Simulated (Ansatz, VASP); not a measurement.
AlNi: VASP beside Ansatz

```
Ni Al
1.0
     2.83434    0.00000    0.00000
     0.00000    2.83434    0.00000
     0.00000    0.00000    2.83434
Ni Al
1 1
Cartesian
  0.0000 0.0000 0.0000
  1.4172 1.4172 1.4172
```

Alike in both runs: task single point; functional PBE; k mesh 21 × 21 × 21; occupations fermi-dirac, width 0.08 eV; no spin polarisation.

|  | VASP | Ansatz |
| --- | --- | --- |
| version | VASP 6.6.1 | Ansatz 0.2.0 |
| potentials or method | VASP PAW PBE potentials, release 64 (Ni, Al), cutoff 520 eV | all-electron LAPW, scalar-relativistic |

```tsv
	VASP	Ansatz	Ansatz less VASP
gap on the k mesh at the Fermi level (eV)	none	none	-
pressure (GPa)	11.2	11.2	-0.04
```

A gap of «none» marks a metal or a gap that the smearing closes. Ansatz ran all-electron here, and VASP with PAW potentials.
